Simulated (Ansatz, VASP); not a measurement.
## Sn: VASP beside Ansatz

File INCAR:

```
SYSTEM = Sn
  PREC = Accurate
  ENCUT = 520
  EDIFF = 1E-6
  ISMEAR = -1
  SIGMA = 0.05
  LREAL = .FALSE.
  LASPH = .TRUE.
  NELM = 60
  ALGO = Normal
  ISIF = 2
  LWAVE = .FALSE.
  LCHARG = .FALSE.
  GGA = PS
  NBANDS = 13
```

KPOINTS

```
regular mesh
0
G
  10 10 10
  0 0 0
```

Contents of POSCAR:

```
Sn
1.0
   -2.0017645706      2.0017645706      1.6383145356
    2.0017645706     -2.0017645706      1.6383145356
    2.0017645706      2.0017645706     -1.6383145356
Sn
1
Direct
    0.0000000000      0.0000000000      0.0000000000
```

Contents of input.yaml:

```yaml
crystal:
  lattice:
    - [-2.0017645706, 2.0017645706, 1.6383145356]
    - [2.0017645706, -2.0017645706, 1.6383145356]
    - [2.0017645706, 2.0017645706, -1.6383145356]
  atoms:
    - { symbol: Sn, position: [0.0, 0.0, 0.0] }
hamiltonian:
  xc: pbesol
  pseudopotentials: { kind: paw }
kpoints:
  mp_grid: { grid: [10, 10, 10] }
scf:
  occupations: { method: fermi_dirac, width: 0.05 }
output:
  forces: true
  stress: true
  eigenvalues: true
```

Alike in both runs: task single point; functional PBEsol; k mesh 10 × 10 × 10; occupations fermi-dirac, width 0.05 eV; no spin polarisation.

|  | VASP | Ansatz |
| --- | --- | --- |
| version | VASP 6.6.1 | Ansatz 0.2.0 |
| potentials or method | VASP PAW PBE potentials, release 64 (Sn_d) | Ansatz PAW |
| plane-wave cutoff (eV) | 520 | 420 |
| valence electrons in the cell | 14 | 14 |

|  | VASP | Ansatz | Ansatz less VASP |
| --- | --- | --- | --- |
| gap on the k mesh at the Fermi level (eV) | none | none | - |
| pressure (GPa) | 0.1 | 0.1 | +0.06 |
| traceless stress, the component that is largest in VASP (GPa) | 1.14 | 1.14 | 0.000 |

VASP's potentials were made for PBE, not for PBEsol. A gap of «none» marks a metal or a gap that the smearing closes. The functional is the same, so the differences come from potentials, cutoffs and numerics.
